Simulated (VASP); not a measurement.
Ag2Pd:

```xyz
3
Lattice="0.0000 2.9667 2.9667 2.9667 0.0000 2.9667 2.9667 2.9667 0.0000" Properties=species:S:1:pos:R:3 pbc="T T T"
Ag    1.4833    1.4833    1.4833
Ag    4.4500    4.4500    4.4500
Pd    0.0000    0.0000    0.0000
```

```yaml
Program: VASP 6.6.1
Task: relaxation of cell and atoms
Functional: PBE
Potentials_or_basis: VASP PAW PBE potentials, release 64 (Ag, Pd)
Cutoff: 600 eV
k_mesh: 6 × 6 × 6
Occupations: gaussian, width 0.1 eV
Spin: no spin polarisation
```

At the start: pressure 19.3 GPa; volume 17.41 Å³/atom.

Q: Where does the relaxation end?

A: Over 3 steps the energy falls by 147.1 meV/atom and the volume is 20.33 Å³/atom (+16.8 %); space group Fm-3m (No. 225, to 0.05 Å).

The path:
| step | energy change (eV) | largest force (eV/Å) | pressure (GPa) | volume (Å³) |
| --- | --- | --- | --- | --- |
| 1 | 0.0000 | 0.0000 | 19.28 | 52.22 |
| 2 | -0.2051 | 0.0000 | -7.36 | 69.71 |
| 3 | -0.4414 | 0.0000 | -0.13 | 61.00 |

Final structure:
```
Ag Pd
1.0
     0.00000    3.12445    3.12445
     3.12445    0.00000    3.12445
     3.12445    3.12445    0.00000
Ag Pd
2 1
Direct
  0.25000 0.25000 0.25000
  0.75000 0.75000 0.75000
  0.00000 0.00000 0.00000
```

Caveat: the volume moved by over 15 % at a fixed basis, so the end points are rough.
